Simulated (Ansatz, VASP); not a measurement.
**LiBr in VASP and in Ansatz**

File POSCAR:

```
LiBr
1.0
    0.0000000000      2.7118907722      2.7118907722
    2.7118907722      0.0000000000      2.7118907722
    2.7118907722      2.7118907722      0.0000000000
Li Br
1 1
Direct
    0.0000000000      0.0000000000      0.0000000000
    0.5000000000      0.5000000000      0.5000000000
```

Contents of INCAR.step1:

```
ALGO = Normal
EDIFF = 1E-5
ENCUT = 830
GGA = PE
GGA_COMPAT = False
ISMEAR = 0
LASPH = True
LCHARG = False
LREAL = False
LWAVE = True
NBANDS = 12
NELM = 120
PREC = Accurate
SIGMA = 0.01
```

INCAR.step2

```
ALGO = Normal
EDIFF = 1E-6
ENCUT = 830
GGA_COMPAT = False
ISIF = 2
ISMEAR = 0
ISTART = 1
LASPH = True
LCHARG = False
LMIXTAU = True
LREAL = False
LWAVE = False
METAGGA = R2SCAN
NBANDS = 12
NELM = 120
PREC = Accurate
SIGMA = 0.01
```

File KPOINTS:

```
k-points
0
Gamma
  6 6 6
```

Input for Ansatz:

```yaml
crystal:
  lattice:
    - [0.0, 2.7118907722, 2.7118907722]
    - [2.7118907722, 0.0, 2.7118907722]
    - [2.7118907722, 2.7118907722, 0.0]
  atoms:
    - { symbol: Li, position: [0.0, 0.0, 0.0] }
    - { symbol: Br, position: [0.5, 0.5, 0.5] }
kpoints:
  mp_grid: { grid: [6, 6, 6] }
hamiltonian:
  xc: r2scan
scf:
  occupations: { method: fixed }
  n_extra_bands: 4
output:
  forces: true
  stress: true
  eigenvalues: true
```

Alike in both runs: task single point; functional r2SCAN; k mesh 6 × 6 × 6; no spin polarisation.

|  | VASP | Ansatz |
| --- | --- | --- |
| version | VASP 6.6.1 | Ansatz 0.2.0 |
| potentials or method | VASP PAW PBE potentials, release 64 (Li_sv, Br) | plane waves, PAW |
| plane-wave cutoff (eV) | 830 | 500 |
| occupations | gaussian, width 0.01 eV | fixed |
| valence electrons in the cell | 10 | 10 |

VASP gave:

* gap on the k mesh at the Fermi level (eV): 6.09
* pressure (GPa): 0.5

Problem. Which values does Ansatz return?

Solution. gap on the k mesh at the Fermi level (eV): 6.03; pressure (GPa): 0.9.

VASP's potentials were made for PBE, not for r2SCAN.
